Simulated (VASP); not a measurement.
# SrCl2 (R-3m) in VASP: single point with HSE06

Aim: the single point of SrCl2 with HSE06.

Program: VASP 6.6.1. These are calculated values, not measurements. Logs are shortened: lines on timing, memory, paths and dates and some standing lists are left out, and cuts for length are marked.

**1. The cell of the first run**

Symmetry: R-3m, No. 166, trigonal system. The conventional cell has a = 4.947 Å, b = 4.947 Å, c = 12.359 Å, α = 90.00°, β = 90.00°, γ = 120.00°. Within 4.0 Å of Sr (site symmetry -3m) lie 8 Cl at 3.04 to 3.08 Å. Cl (site symmetry 3m) has 4 Sr at 3.04 to 3.08 Å and 6 Cl at 3.51 to 3.53 Å within 4.0 Å.

**2. Single point, HSE06 (strain along [111] +2.0%)**

POSCAR

```
SrCl2
1.0
    0.0466362411      3.5443543264      3.5443543264
    3.5443543264      0.0466362411      3.5443543264
    3.5443543264      3.5443543264      0.0466362411
Sr Cl
1 2
Direct
    0.0000000000      0.0000000000      0.0000000000
    0.2491139490      0.2491139490      0.2491139490
    0.7508860510      0.7508860510      0.7508860510
```

INCAR.step1

```
  PREC = Accurate
  ENCUT = 520
  EDIFF = 1E-5
  ISMEAR = 0
  SIGMA = 0.01
  LREAL = F
  LASPH = T
  NELM = 60
  ALGO = Normal
  ISIF = 2
  LWAVE = T
  LCHARG = F
  GGA = PE
  NBANDS = 19
```

INCAR.step2

```
  PREC = Accurate
  ENCUT = 520
  EDIFF = 1E-6
  ISMEAR = 0
  SIGMA = 0.01
  LREAL = F
  LASPH = T
  NELM = 60
  ALGO = Normal
  ISIF = 2
  LWAVE = F
  LCHARG = F
  GGA = PE
  LHFCALC = T
  HFSCREEN = 0.2079
  PRECFOCK = Normal
  ISTART = 1
  NBANDS = 19
```

KPOINTS

```
regular mesh
0
Gamma
  4 4 4
```

Potentials or basis: VASP PAW PBE potentials, release 64 (Sr_sv, Cl).

The run is started by

```
> cat potpaw_PBE.64/Sr_sv/POTCAR potpaw_PBE.64/Cl/POTCAR > POTCAR
> cp INCAR.step1 INCAR
> mpirun -np 1 vasp_std > vasp.out
> cp INCAR.step2 INCAR
> mpirun -np 1 vasp_std > vasp.out
```

OUTCAR:

```text
PREC = Accurate
   ENCUT = 520
   EDIFF = 1E-6
   ISMEAR = 0
   LREAL = F
   LASPH = T
   NELM = 60
   ISIF = 2
   GGA = PE
   LHFCALC = T
   HFSCREEN = 0.2079
   PRECFOCK = Normal
   ISTART = 1

 ion  position               nearest neighbor table
   1  0.000  0.000  0.000-   3 3.04   3 3.04   3 3.04   2 3.04   2 3.04   2 3.04   3 3.08   2 3.08

   2  0.249  0.249  0.249-   1 3.04   1 3.04   1 3.04   1 3.08
   3  0.751  0.751  0.751-   1 3.04   1 3.04   1 3.04   1 3.08

  LATTYP: Found a trigonal (rhomboedric) cell.
 ALAT       =     5.0126909062
 COS(alpha) =     0.5131134770

  Lattice vectors:

 A1 = (   0.0466362411,   3.5443543264,   3.5443543264)
 A2 = (   3.5443543264,   0.0466362411,   3.5443543264)
 A3 = (   3.5443543264,   3.5443543264,   0.0466362411)

Analysis of symmetry for initial positions (statically):
=====================================================================
 Subroutine PRICEL returns:
 Original cell was already a primitive cell.

 Routine SETGRP: Setting up the symmetry group for a
 trigonal (rhombohedral) supercell.

 Subroutine GETGRP returns: Found 12 space group operations
 (whereof 12 operations were pure point group operations)
 out of a pool of 12 trial point group operations.

The static configuration has the point symmetry D_3d.

Analysis of symmetry for dynamics (positions and initial velocities):
=====================================================================
 Subroutine PRICEL returns:
 Original cell was already a primitive cell.

 Routine SETGRP: Setting up the symmetry group for a
 trigonal (rhombohedral) supercell.

 Subroutine GETGRP returns: Found 12 space group operations
 (whereof 12 operations were pure point group operations)
 out of a pool of 12 trial point group operations.

The dynamic configuration has the point symmetry D_3d.

 Subroutine INISYM returns: Found 12 space group operations
 (whereof 12 operations are pure point group operations),
 and found     1 'primitive' translations

----------------------------------------------------------------------------------------

                                     Primitive cell

  volume of cell :      87.2940

  direct lattice vectors                    reciprocal lattice vectors
     0.046636241  3.544354326  3.544354326    -0.143884659  0.142016027  0.142016027
     3.544354326  0.046636241  3.544354326     0.142016027 -0.143884659  0.142016027
     3.544354326  3.544354326  0.046636241     0.142016027  0.142016027 -0.143884659

  length of vectors
     5.012690906  5.012690906  5.012690906     0.247062541  0.247062541  0.247062541

  position of ions in fractional coordinates (direct lattice)
     0.000000000  0.000000000  0.000000000
     0.249113949  0.249113949  0.249113949
     0.750886051  0.750886051  0.750886051

  ion indices of the primitive-cell ions
   primitive index   ion index
                 1           1
                 2           2
                 3           3

----------------------------------------------------------------------------------------

 KPOINTS: regular mesh

Automatic generation of k-mesh.
 Grid dimensions read from file:
 generate k-points for:    4    4    4

 Generating k-lattice:

  Cartesian coordinates                     Fractional coordinates (reciprocal lattice)
    -0.035971165  0.035504007  0.035504007     0.250000000 -0.000000000 -0.000000000
     0.035504007 -0.035971165  0.035504007    -0.000000000  0.250000000 -0.000000000
     0.035504007  0.035504007 -0.035971165    -0.000000000 -0.000000000  0.250000000

  Length of vectors
     0.061765635  0.061765635  0.061765635

  Shift w.r.t. Gamma in fractional coordinates (k-lattice)
     0.000000000  0.000000000  0.000000000

 Subroutine IBZKPT returns following result:
 ===========================================

 Found     13 irreducible k-points:

 Following reciprocal coordinates:
            Coordinates               Weight
  0.000000  0.000000  0.000000      1.000000
  0.250000  0.000000 -0.000000      6.000000
  0.500000  0.000000 -0.000000      3.000000
  0.250000  0.250000  0.000000      6.000000
  0.500000  0.250000  0.000000     12.000000
 -0.250000  0.250000  0.000000      6.000000
  0.500000  0.500000  0.000000      3.000000
  0.250000  0.250000  0.250000      2.000000
  0.500000  0.250000  0.250000      6.000000
 -0.250000  0.250000  0.250000      6.000000
  0.500000  0.500000  0.250000      6.000000
 -0.250000  0.500000  0.250000      6.000000
  0.500000  0.500000  0.500000      1.000000
   k-points           NKPTS =     13   k-points in BZ     NKDIM =     64   number of bands    NBANDS=     19
   number of dos      NEDOS =    301   number of ions     NIONS =      3
   total plane-waves  NPLWV =  64000
   dimension x,y,z NGX =    40 NGY =   40 NGZ =   40
   dimension x,y,z NGXF=    80 NGYF=   80 NGZF=   80
   ions per type =               1   2
   NGX,Y,Z   is equivalent  to a cutoff of  13.27, 13.27, 13.27 a.u.
   NGXF,Y,Z  is equivalent  to a cutoff of  26.53, 26.53, 26.53 a.u.
 SYSTEM =  unknown system
   PREC   = accura    normal or accurate (medium, high low for compatibility)
   ISTART =      1    job   : 0-new  1-cont  2-samecut
   ICHARG =      0    charge: 1-file 2-atom 10-const
   ISPIN  =      1    spin polarized calculation?
   LNONCOLLINEAR =      F non collinear calculations
   LSORBIT =      F    spin-orbit coupling
   LASPH  =      T    aspherical Exc in radial PAW
   ENCUT  =  520.0 eV  38.22 Ry    6.18 a.u.   9.32  9.32  9.32*2*pi/ulx,y,z
   NELM   =     60;   NELMIN=  2; NELMDL=  0     # of ELM steps
   EDIFF  = 0.1E-05   stopping-criterion for ELM
   LREAL  =      F    real-space projection
   EDIFFG = 0.1E-04   stopping-criterion for IOM
   NSW    =      0    number of steps for IOM
   IBRION =     -1    ionic relax: 0-MD 1-quasi-New 2-CG
   NFREE  =      0    steps in history (QN), initial steepest desc. (CG)
   ISIF   =      2    stress and relaxation
   ISYM   =      3    0-nonsym 1-usesym 2-fastsym
   POTIM  = 0.5000    time-step for ionic-motion
   TEBEG  =    0.0;   TEEND  =   0.0 temperature during run
   PSTRESS=    0.0 pullay stress
   NELECT =      24.0000    total number of electrons
   NUPDOWN=      -1.0000    fix difference up-down
   EMIN   =  10.00;   EMAX   =-10.00  energy-range for DOS
   EFERMI =   0.00;   METHOD = LEGACY
   ISMEAR =     0;   SIGMA  =   0.01  broadening in eV -4-tet -1-fermi 0-gaus
   EFERMI_NEDOS =   21; number of points for ismear=-14 and -15
   IALGO  =     38    algorithm
   IMIX   =      1    mixing-type and parameters
     AMIX     =   0.40;   BMIX     =  1.00
     AMIX_MAG =   1.60;   BMIX_MAG =  1.00
  volume/ion in A,a.u.               =      29.10       196.36
  Fermi-wavevector in a.u.,A,eV,Ry     =   1.064512  2.011635 15.417916  1.133185
  Thomas-Fermi vector in A             =   2.200032
   LORBIT       =      0    0 simple, 1 ext, 2 COOP (PROOUT), +10 PAW based schemes
   GGA     = PE    functional components
   LHFCALC =     T    Hartree Fock is set to
   PRECFOCK=normal    Normal, Fast or Accurate (Low or Medium for compatibility)
   ENCUT4O =  -1.0   cutoff for four orbital integrals eV
   NKREDX  =     1    reduce k-point grid by
   NKREDY  =     1    reduce k-point grid by
   NKREDZ  =     1    reduce k-point grid by
   AEXX    =    0.2500 exact exchange contribution
   HFSCREEN=    0.2079 screening length (either q_TF or 0.3 A-1)
   HFSCREENC=   0.2079 screening length for correlation (either q_TF or 0.3 A-1)
   ENCUTFOCK=  -1.0 apply spherical cutoff to Coloumb kernel
   IVDW    =     0    specifies the selected vdW correction
   LEPSILON=     F    determine dielectric tensor
   LRPA    =     F    only Hartree local field effects (RPA)
 non-spin polarized calculation
 Gauss-broadening in eV      SIGMA  =   0.01
  energy-cutoff  :      520.00
  volume of cell :       87.29
 maximum number of plane-waves:      2361
 NGX is ok and might be reduce to    40
  NGX = 28; NGY = 28; NGZ = 28

 number of electron      24.0000000 magnetization

 Free energy of the ion-electron system (eV)
  ---------------------------------------------------
  ext. energy  EPLUGINS =         0.00000000
  ---------------------------------------------------
  free energy    TOTEN  =       -14.81117609 eV

  energy without entropy =      -14.81117609  energy(sigma->0) =      -14.81117609

 E-fermi :  -0.8680     XC(G=0):  -6.8105

 val. band max:       -0.9513937406   @ k =   0.5000   0.5000   0.0000
 cond. band min:       5.5543308264   @ k =   0.0000   0.0000   0.0000
 fundamental gap:      6.5057245670
 Fermi energy:        -0.8679726416

 k-point     1 :       0.0000    0.0000    0.0000
  band No.  band energies     occupation
      1     -35.9993      2.00000
      2     -16.7076      2.00000
      3     -16.7053      2.00000
      4     -16.7053      2.00000
      5     -15.4129      2.00000
      6     -14.5474      2.00000
[... 11 lines left out ...]
     18       9.4459      0.00000
     19       9.9047      0.00000

 k-point     2 :       0.2500    0.0000   -0.0000
  band No.  band energies     occupation
      1     -35.9976      2.00000
      2     -16.9046      2.00000
      3     -16.7143      2.00000
      4     -16.7134      2.00000
      5     -15.1038      2.00000
      6     -14.6439      2.00000
[... 11 lines left out ...]
     18       9.1882      0.00000
     19      10.0733      0.00000

 k-point     3 :       0.5000    0.0000   -0.0000
  band No.  band energies     occupation
      1     -35.9960      2.00000
      2     -17.0424      2.00000
      3     -16.7215      2.00000
      4     -16.7212      2.00000
      5     -15.0087      2.00000
      6     -14.5753      2.00000
[... 11 lines left out ...]
     18       9.1764      0.00000
     19       9.2183      0.00000

 k-point     4 :       0.2500    0.2500    0.0000
  band No.  band energies     occupation
      1     -35.9972      2.00000
      2     -16.9486      2.00000
      3     -16.7245      2.00000
      4     -16.7228      2.00000
      5     -14.9723      2.00000
      6     -14.7059      2.00000
[... 165 lines left out ...]
     18       9.2415      0.00000
     19      10.1020      0.00000

 k-point    12 :      -0.2500    0.5000    0.2500
  band No.  band energies     occupation
      1     -35.9951      2.00000
      2     -16.9498      2.00000
      3     -16.9338      2.00000
      4     -16.7415      2.00000
      5     -14.7218      2.00000
      6     -14.6951      2.00000
[... 11 lines left out ...]
     18       9.9074      0.00000
     19      11.0568      0.00000

 k-point    13 :       0.5000    0.5000    0.5000
  band No.  band energies     occupation
      1     -35.9964      2.00000
      2     -17.0338      2.00000
      3     -16.7190      2.00000
      4     -16.7190      2.00000
      5     -14.9955      2.00000
      6     -14.5999      2.00000
[... 11 lines left out ...]
     18       9.1577      0.00000
     19       9.1577      0.00000

------------------------ aborting loop because EDIFF is reached ----------------------------------------

  FORCE on cell =-STRESS in cart. coord.  units (eV):
  Direction    XX          YY          ZZ          XY          YZ          ZX
  --------------------------------------------------------------------------------------
  -------------------------------------------------------------------------------------
  Total       -0.2385287     -0.2385287     -0.2385287     -0.0603093     -0.0603093     -0.0603093
  in kB       -4.3779089     -4.3779089     -4.3779089     -1.1069043     -1.1069043     -1.1069043
  external PRESSURE =      -4.3779089 kB  Pullay stress =       0.0000000 kB

 VOLUME and BASIS-vectors are now :
 -----------------------------------------------------------------------------
  energy-cutoff  :      520.00
  volume of cell :       87.29
      direct lattice vectors                 reciprocal lattice vectors
     0.046636241  3.544354326  3.544354326    -0.143884659  0.142016027  0.142016027
     3.544354326  0.046636241  3.544354326     0.142016027 -0.143884659  0.142016027
     3.544354326  3.544354326  0.046636241     0.142016027  0.142016027 -0.143884659

 POSITION                                       TOTAL-FORCE (eV/Angst)
 -----------------------------------------------------------------------------------
      0.00000      0.00000      0.00000        -0.000000     -0.000000     -0.000000
      1.77751      1.77751      1.77751         0.000948      0.000948      0.000948
      5.35783      5.35783      5.35783        -0.000948     -0.000948     -0.000948
 -----------------------------------------------------------------------------------
    total drift:                               -0.000000      0.000000     -0.000000

  FREE ENERGIE OF THE ION-ELECTRON SYSTEM (eV)
  ---------------------------------------------------
  free  energy   TOTEN  =       -14.8111760899 eV

  energy  without entropy=      -14.8111760899  energy(sigma->0) =      -14.81117609
```

It took 56 min on 1 thread of Intel Xeon 8259CL, shared host; peak memory 0.36 GiB.

Results:

```
Free energy            : -14.8112 eV
Pressure               : -0.4 GPa
Band gap on the k mesh : 6.51 eV (least direct gap 6.83 eV)
```

Stress tensor (GPa, compression positive):
```
-0.44 -0.11 -0.11
-0.11 -0.44 -0.11
-0.11 -0.11 -0.44
```

Caveat: the cell differs from its parent crystal (strain along [111] +2.0%); the structure was generated, so it needn't be the stable form of SrCl2; the PAW data sets were made with another functional, which shifts forces and pressure a little. A k mesh can miss the band edges.
